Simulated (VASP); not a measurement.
# GdN (F-43m) in VASP: single point with LDA+U

Aim: the single point of GdN with LDA+U.

Everything below comes from runs of VASP 6.6.1. Logs are shortened: lines on timing, memory, paths and dates and some standing lists are left out, and cuts for length are marked.

**1. The cell of the first run**

Symmetry: F-43m, No. 216, cubic system. The conventional cell has a = 5.459 Å, b = 5.459 Å, c = 5.459 Å, α = 90.00°, β = 90.00°, γ = 90.00°. Within 3.1 Å of Gd (site symmetry -43m) lie 4 N at 2.36 Å. Within 3.1 Å of N (site symmetry -43m) lie 4 Gd at 2.36 Å.

**2. Single point, LDA+U**

Input file INCAR:

```
SYSTEM = GdN
ALGO     = Normal         ! electronic algorithm
EDIFF    = 1E-6           ! SCF threshold, eV
ENCUT    = 600            ! plane-wave cutoff, eV
GGA      = CA             ! functional
GGA_COMPAT= .FALSE.      
ISIF     = 2              ! what is computed and relaxed
ISMEAR   = 0              ! smearing method
LASPH    = .TRUE.         ! aspherical terms in the spheres
LCHARG   = .FALSE.        ! write CHGCAR
LDAU     = .TRUE.         ! DFT+U
LDAUJ    = 0 0          
LDAUL    = 3 -1           ! shell
LDAUPRINT= 1            
LDAUTYPE = 2            
LDAUU    = 8 0            ! U, eV
LMAXMIX  = 6              ! l up to which the mixer works
LREAL    = .FALSE.        ! projectors in reciprocal space
LWAVE    = .FALSE.        ! write WAVECAR
NBANDS   = 18             ! bands
NELM     = 200            ! most SCF steps
PREC     = Accurate       ! precision mode
SIGMA    = 0.05           ! smearing width, eV
```

Input file KPOINTS:

```
k-points
0
G
  6 6 6
  0 0 0
```

Input file POSCAR:

```
GdN
1.0
    0.0000000000      2.7293320800      2.7293320800
    2.7293320800      0.0000000000      2.7293320800
    2.7293320800      2.7293320800      0.0000000000
Gd N
1 1
Direct
    0.0000000000      0.0000000000      0.0000000000
    0.2500000000      0.2500000000      0.2500000000
```

Potentials or basis: VASP PAW PBE potentials, release 64 (Gd, N).

Command:

```bash
> cat potpaw_PBE.64/Gd/POTCAR potpaw_PBE.64/N/POTCAR > POTCAR
> mpirun -np 1 vasp_std > vasp.out
```

OUTCAR:

```text
SYSTEM = GdN
   EDIFF = 1E-6
   ENCUT = 600
   GGA = CA
   ISIF = 2
   ISMEAR = 0
   LASPH = .TRUE.
   LREAL = .FALSE.
   NELM = 200
   PREC = Accurate

 ion  position               nearest neighbor table
   1  0.000  0.000  0.000-   2 2.36   2 2.36   2 2.36   2 2.36
   2  0.250  0.250  0.250-   1 2.36   1 2.36   1 2.36   1 2.36

  LATTYP: Found a face centered cubic cell.
 ALAT       =     5.4586641600

  Lattice vectors:

 A1 = (   0.0000000000,   2.7293320800,   2.7293320800)
 A2 = (   2.7293320800,   0.0000000000,   2.7293320800)
 A3 = (   2.7293320800,   2.7293320800,   0.0000000000)

Analysis of symmetry for initial positions (statically):
=====================================================================
 Subroutine PRICEL returns:
 Original cell was already a primitive cell.

 Routine SETGRP: Setting up the symmetry group for a
 face centered cubic supercell.

 Subroutine GETGRP returns: Found 24 space group operations
 (whereof 24 operations were pure point group operations)
 out of a pool of 48 trial point group operations.

The static configuration has the point symmetry T_d .

Analysis of symmetry for dynamics (positions and initial velocities):
=====================================================================
 Subroutine PRICEL returns:
 Original cell was already a primitive cell.

 Routine SETGRP: Setting up the symmetry group for a
 face centered cubic supercell.

 Subroutine GETGRP returns: Found 24 space group operations
 (whereof 24 operations were pure point group operations)
 out of a pool of 48 trial point group operations.

The dynamic configuration has the point symmetry T_d .
[... 162 lines left out ...]
  o =  0.0045  v = -0.0000  0.0000  0.0000  0.0000  0.7906 -0.0000  0.6124  0.0000  0.0000  0.0000  0.0000  0.0000  0.0000  0.0000      0.0000  0.0000  0.0000  0.0000  0.0000  0.0000  0.0000  0.0000  0.0000  0.0000  0.0000  0.0000  0.0000  0.0000
  o =  0.0045  v =  0.0000  0.0000  0.0000  0.0000  0.0000  0.0000  0.0000 -0.0000  0.0000  0.0000  0.0000  0.7906 -0.0000  0.6124      0.0000  0.0000  0.0000  0.0000  0.0000  0.0000  0.0000  0.0000  0.0000  0.0000  0.0000  0.0000  0.0000  0.0000
  o =  0.7032  v =  0.0000  0.0000  0.0000  0.0000  0.0000  0.0000  0.0000 -0.0000 -1.0000  0.0000  0.0000 -0.0000 -0.0000  0.0000      0.0000  0.0000  0.0000  0.0000  0.0000  0.0000  0.0000  0.0000  0.0000  0.0000  0.0000  0.0000  0.0000  0.0000
  o =  0.7032  v = -0.0000 -1.0000  0.0000  0.0000 -0.0000 -0.0000  0.0000  0.0000  0.0000  0.0000  0.0000  0.0000  0.0000  0.0000      0.0000  0.0000  0.0000  0.0000  0.0000  0.0000  0.0000  0.0000  0.0000  0.0000  0.0000  0.0000  0.0000  0.0000
  o =  0.9816  v =  0.7906 -0.0000  0.6124 -0.0000 -0.0000 -0.0000 -0.0000  0.0000  0.0000  0.0000  0.0000  0.0000  0.0000  0.0000      0.0000  0.0000  0.0000  0.0000  0.0000  0.0000  0.0000  0.0000  0.0000  0.0000  0.0000  0.0000  0.0000  0.0000
  o =  0.9816  v =  0.0000  0.0000  0.0000  0.0000  0.0000  0.0000  0.0000  0.7906 -0.0000  0.6124 -0.0000 -0.0000 -0.0000 -0.0000      0.0000  0.0000  0.0000  0.0000  0.0000  0.0000  0.0000  0.0000  0.0000  0.0000  0.0000  0.0000  0.0000  0.0000
  o =  0.9816  v =  0.0000  0.0000  0.0000  0.0000  0.0000  0.0000  0.0000  0.0000  0.0000  0.0000 -0.0001 -0.6124  0.0000  0.7906      0.0000  0.0000  0.0000  0.0000  0.0000  0.0000  0.0000  0.0000  0.0000  0.0000  0.0000  0.0000  0.0000  0.0000
  o =  0.9816  v =  0.0000  0.0000  0.0000 -0.0001 -0.6124  0.0000  0.7906  0.0000  0.0000  0.0000  0.0000  0.0000  0.0000  0.0000      0.0000  0.0000  0.0000  0.0000  0.0000  0.0000  0.0000  0.0000  0.0000  0.0000  0.0000  0.0000  0.0000  0.0000
  o =  0.9816  v = -0.0000 -0.0000 -0.0000 -1.0000  0.0001 -0.0000 -0.0001  0.0000  0.0000  0.0000  0.0000  0.0000  0.0000  0.0000      0.0000  0.0000  0.0000  0.0000  0.0000  0.0000  0.0000  0.0000  0.0000  0.0000  0.0000  0.0000  0.0000  0.0000
  o =  0.9816  v =  0.0000  0.0000  0.0000  0.0000  0.0000  0.0000  0.0000 -0.0000 -0.0000 -0.0000 -1.0000  0.0001 -0.0000 -0.0001      0.0000  0.0000  0.0000  0.0000  0.0000  0.0000  0.0000  0.0000  0.0000  0.0000  0.0000  0.0000  0.0000  0.0000

 number of electron      23.0000013 magnetization

 Free energy of the ion-electron system (eV)
  ---------------------------------------------------
  ext. energy  EPLUGINS =         0.00000000
  ---------------------------------------------------
  free energy    TOTEN  =       -12.15610629 eV

  energy without entropy =      -12.14897564  energy(sigma->0) =      -12.15254097

 E-fermi :   0.8021     XC(G=0): -10.3275

 val. band max:        0.7871347764   @ k =   0.5000   0.1667   0.0000
 cond. band min:       0.9487826127   @ k =   0.5000   0.3333   0.0000
 fundamental gap:      0.1616478363
 Fermi energy:         0.8020725025

 k-point     1 :       0.0000    0.0000    0.0000
  band No.  band energies     occupation
      1     -39.0623      2.00000
      2     -17.0372      2.00000
      3     -17.0372      2.00000
      4     -17.0372      2.00000
      5     -10.6935      2.00000
      6      -1.1871      2.00000
[... 313 lines left out ...]
      5      -9.5364      2.00000
      6      -0.9753      2.00000
[... 10 lines left out ...]
     17       6.5111      0.00000
     18       8.1473      0.00000

------------------------ aborting loop because EDIFF is reached ----------------------------------------

  FORCE on cell =-STRESS in cart. coord.  units (eV):
  Direction    XX          YY          ZZ          XY          YZ          ZX
  --------------------------------------------------------------------------------------
  -------------------------------------------------------------------------------------
  Total       -2.1708470     -2.1708470     -2.1708470      0.0000000      0.0000000      0.0000000
  in kB      -85.5343689    -85.5343689    -85.5343689      0.0000000      0.0000000      0.0000000
  external PRESSURE =     -85.5343689 kB  Pullay stress =       0.0000000 kB

 VOLUME and BASIS-vectors are now :
 -----------------------------------------------------------------------------
  energy-cutoff  :      600.00
  volume of cell :       40.66
      direct lattice vectors                 reciprocal lattice vectors
     0.000000000  2.729332080  2.729332080    -0.183195004  0.183195004  0.183195004
     2.729332080  0.000000000  2.729332080     0.183195004 -0.183195004  0.183195004
     2.729332080  2.729332080  0.000000000     0.183195004  0.183195004 -0.183195004

 POSITION                                       TOTAL-FORCE (eV/Angst)
 -----------------------------------------------------------------------------------
      0.00000      0.00000      0.00000         0.000000      0.000000      0.000000
      1.36467      1.36467      1.36467        -0.000000     -0.000000     -0.000000
 -----------------------------------------------------------------------------------
    total drift:                               -0.000000     -0.000000     -0.000000

  FREE ENERGIE OF THE ION-ELECTRON SYSTEM (eV)
  ---------------------------------------------------
  free  energy   TOTEN  =       -12.1561062945 eV

  energy  without entropy=      -12.1489756400  energy(sigma->0) =      -12.15254097
```

OSZICAR:

```text
N       E                     dE             d eps       ncg     rms          rms(c)
DAV:   1     0.160018546946E+03    0.16002E+03   -0.93886E+03   712   0.704E+03
DAV:   2     0.272856477274E+02   -0.13273E+03   -0.12235E+03   704   0.381E+02
DAV:   3    -0.376651905213E+01   -0.31052E+02   -0.29336E+02   864   0.176E+02
[... 13 lines left out ...]
DAV: 103    -0.121560970362E+02   -0.14549E-04   -0.10164E-04   796   0.808E-01    0.556E-02
DAV: 104    -0.121561029117E+02   -0.58755E-05   -0.11687E-04  1124   0.350E-01    0.250E-02
DAV: 105    -0.121561059318E+02   -0.30201E-05   -0.57076E-05  1138   0.135E-01    0.232E-02
DAV: 106    -0.121561066911E+02   -0.75930E-06   -0.10870E-05   826   0.185E-02    0.301E-02
DAV: 107    -0.121561062945E+02    0.39659E-06   -0.94723E-07   358   0.106E-02
   1 F= -.12156106E+02 E0= -.12152541E+02  d E =-.713065E-02
```

stdout:

```text
POSCAR found type information on POSCAR GdN
 POSCAR found :  2 types and       2 ions
 scaLAPACK will be used
 -----------------------------------------------------------------------------
|                                                                             |
|                                                                             |
|     You enforced a specific xc type in the INCAR file but a different       |
|     I HOPE YOU KNOW WHAT YOU ARE DOING!                                     |
|                                                                             |
 -----------------------------------------------------------------------------

 LDA part: xc-table for (Slater(with rela. corr.)+CA(PZ))
 , standard interpolation
 POSCAR, INCAR and KPOINTS ok, starting setup
 FFT: planning ... GRIDC
 FFT: planning ... GRID_SOFT
 FFT: planning ... GRID
 WAVECAR not read
 entering main loop
```

It took 1.9 min on 1 thread of Intel Xeon 6975P-C, shared host; peak memory 0.17 GiB.

What came out:

```
Free energy : -12.1561 eV
Pressure    : -8.6 GPa
```

Levels at points of the mesh, in eV from the Fermi level:
```
           k point  band 8  band 9  band 10  band 11  band 12  band 13  band 14  band 15  band 16  band 17
(0.00, 0.00, 0.00)   -1.99   -0.86    -0.86    -0.86    -0.39     2.50     5.70     5.70     5.70     6.21
(0.50, 0.00, 0.00)   -1.59   -1.18    -0.64    -0.64    -0.07     4.66     5.34     5.34     5.71     6.53
(0.50, 0.50, 0.00)   -1.54   -1.49    -0.06     0.17     0.17     2.92     5.33     5.48     5.65     5.65
```

Eigenvalues of the final occupation matrices:
| site | spin | trace | eigenvalues |
| --- | --- | --- | --- |
| site 1 f | 1 | 3.66 | 0.00 0.00 0.00 0.70 0.98 0.98 0.98 |
| site 1 f | 2 | 3.66 | 0.00 0.00 0.00 0.70 0.98 0.98 0.98 |

Caveat: the PAW data sets were made with another functional, which shifts forces and pressure a little; spin-orbit coupling is left out, which moves the levels of the heavy elements; the run has no spin polarisation, though such a crystal can be magnetic; U without spin polarisation on a metal has little footing.
